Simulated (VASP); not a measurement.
CsSnBr3, 5 atoms in the cell. It takes space group Pm-3m (No. 221, cubic). Conventional cell: a = 5.839 Å, b = 5.839 Å, c = 5.839 Å, α = 90.00°, β = 90.00°, γ = 90.00°. Within 5.4 Å of Cs (site symmetry m-3m) lie 12 Br at 4.13 Å and 8 Sn at 5.06 Å. Within 3.8 Å of Sn (site symmetry m-3m) lie 6 Br at 2.92 Å. Br (site symmetry 4/mmm) has 2 Sn at 2.92 Å within 3.8 Å. 

```yaml
Program: VASP 6.6.1
Task: dielectric tensor
Functional: PBEsol
Potentials_or_basis: VASP PAW PBE potentials, release 64 (Cs_sv, Sn_d, Br)
Cutoff: 400 eV
k_mesh: 4 × 4 × 4
Occupations: gaussian, width 0.01 eV
Spin: no spin polarisation
Dipole_correction: no
Further_INCAR_settings: ALGO = Normal; EDIFF = 1e-08
```

Potentials or basis: VASP PAW PBE potentials, release 64 (Cs_sv, Sn_d, Br).

The run is started by

```sh
$ cat potpaw_PBE.64/Cs_sv/POTCAR potpaw_PBE.64/Sn_d/POTCAR potpaw_PBE.64/Br/POTCAR > POTCAR
$ mpirun -np 1 vasp_std > vasp.out
```

Hardware: 1 thread of Intel(R) Xeon(R) Platinum 8488C (Sapphire Rapids) (shared host).

Question: Estimate the wall time of this run.

Answer: Run time: 9.6 min on 1 thread of Intel(R) Xeon(R) Platinum 8488C (Sapphire Rapids) (shared host), peak memory 0.4 GiB. Counts: scf iterations 169, k points 10.
